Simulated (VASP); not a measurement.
Fe: single point with PBE

The system is Fe.

```xyz
4
Lattice="2.4353 0.0000 0.0000 -1.2177 2.1090 0.0000 0.0000 0.0000 7.8729" Properties=species:S:1:pos:R:3 pbc="T T T"
Fe    0.0000    0.0000    0.0000
Fe    0.0000    0.0000    3.9365
Fe    0.0000    1.4060    1.9682
Fe    1.2177    0.7030    5.9047
```

This isn't the form of Fe at room conditions, which is bcc.

```
Program                 : VASP 6.6.1
Task                    : single point
Functional              : PBE
Potentials or basis     : VASP PAW PBE potentials, release 64 (Fe)
Cutoff                  : 520 eV
k mesh                  : 15 × 15 × 4
Occupations             : fermi-dirac, width 0.08 eV
Spin                    : collinear spin, ferromagnetic start
Starting moments        : [2.5, 2.5, 2.5, 2.5] μB
Dipole correction       : no
k mesh for the DOS      : 23 × 23 × 6
Occupations for the DOS : tetrahedron
Further INCAR settings  : ALGO = Normal; EDIFF = 1e-06; NBANDS = 28
```

The net moment is 1.17 μB per cell. The site moments are Fe -0.14, +0.75 (each value once) μB. The valence electrons inside the program's atomic spheres are Fe 7.54, 7.53 (each value once).

Levels at points of the mesh, in eV from the Fermi level:
Spin up:
```
           k point  band 13  band 14  band 15  band 16  band 17  band 18  band 19  band 20
(0.00, 0.00, 0.00)    -1.76    -1.33    -1.33    -0.59    -0.59    -0.53    -0.53     0.22
(0.00, 0.00, 0.50)    -1.63    -1.63    -1.31    -1.31    -0.48    -0.48    -0.48    -0.48
```
Spin down:
| k point | band 12 | band 13 | band 14 | band 15 | band 16 | band 17 | band 18 | band 19 |
| --- | --- | --- | --- | --- | --- | --- | --- | --- |
| (0.00, 0.00, 0.00) | -1.35 | -1.35 | -1.13 | -1.13 | -0.44 | -0.44 | 0.25 | 0.32 |
| (0.00, 0.00, 0.50) | -1.36 | -1.36 | -1.36 | -1.22 | -1.22 | -0.09 | -0.09 | -0.09 |

It took 15 min on 1 thread of Intel Xeon 8259CL (shared host), peak memory 0.43 GiB.
